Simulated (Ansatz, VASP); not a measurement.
## One calculation of InSe, two programs

```
In Se
1.0
     4.04360    0.00000    0.00000
    -2.02180    3.50186    0.00000
     0.00000    0.00000   16.76153
In Se
4 4
Direct
  0.33333 0.66667 0.16651
  0.66667 0.33333 0.66651
  0.33333 0.66667 0.33349
  0.66667 0.33333 0.83349
  0.33333 0.66667 0.59024
  0.66667 0.33333 0.09024
  0.33333 0.66667 0.90976
  0.66667 0.33333 0.40976
```

Alike in both runs: functional PBE; dispersion D3(BJ); k mesh 6 × 6 × 2; occupations gaussian, width 0.1 eV; no spin polarisation.

Ansatz relaxed the structure, and its values are those at the end. VASP's run is a single point on that final structure, the one shown.

|  | VASP | Ansatz |
| --- | --- | --- |
| version | VASP 6.6.1 | Ansatz 0.2.0 |
| potentials or method | VASP PAW PBE potentials, release 64 (In_d, Se), cutoff 500 eV | scalar-relativistic, plane waves, PAW |
| valence electrons in the cell | 76 | 116 |

|  | VASP | Ansatz | Ansatz less VASP |
| --- | --- | --- | --- |
| gap on the k mesh at the Fermi level (eV) | 0.31 | 0.32 | +0.013 |
| least direct gap on the mesh (eV) | 0.31 | 0.32 | +0.013 |
| pressure (GPa) | -0.1 | -0.1 | -0.04 |
| rms of the force components (eV/Å) | 0.022 | 0.014 | -0.0079 |

VASP's potentials hold 76 valence electrons a cell and Ansatz's 116, so a difference there can come from the potentials and not from the codes.
